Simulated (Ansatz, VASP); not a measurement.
**Al3VF in VASP and in Ansatz**

```xyz
5
Lattice="-2.3895 2.4825 3.2198 2.3895 -2.4825 3.2198 2.3895 2.4825 -3.2198" Properties=species:S:1:pos:R:3 pbc="T T T"
Al    0.0000    0.0000    1.9543
Al    0.0000    0.0000    4.4854
Al    0.0000    2.4825    0.0000
V     2.3895    0.0000    0.0000
F     0.0000    0.0000    0.0000
```

Alike in both runs: functional PBE; k mesh 12 × 12 × 12; occupations gaussian, width 0.1 eV; collinear spin.

Ansatz relaxed the structure, and its values are those at the end. VASP's run is a single point on that final structure, the one shown.

|  | VASP | Ansatz |
| --- | --- | --- |
| version | VASP 6.6.1 | Ansatz 0.2.0 |
| potentials or method | VASP PAW PBE potentials, release 64 (Al, V_sv, F), cutoff 600 eV | scalar-relativistic, plane waves, PAW |
| valence electrons in the cell | 29 | 29 |

```csv
,VASP,Ansatz,Ansatz less VASP
gap on the k mesh at the Fermi level (eV),none,none,-
pressure (GPa),-0.1,0.0,+0.06
net moment per atom (μB),0.49,0.49,-0.001
size of the moment on the site where the two differ most (μB),2.18,1.96,-0.226
```

Site moments also hang on the region over which each program counts them. A gap of «none» marks a metal or a gap that the smearing closes.
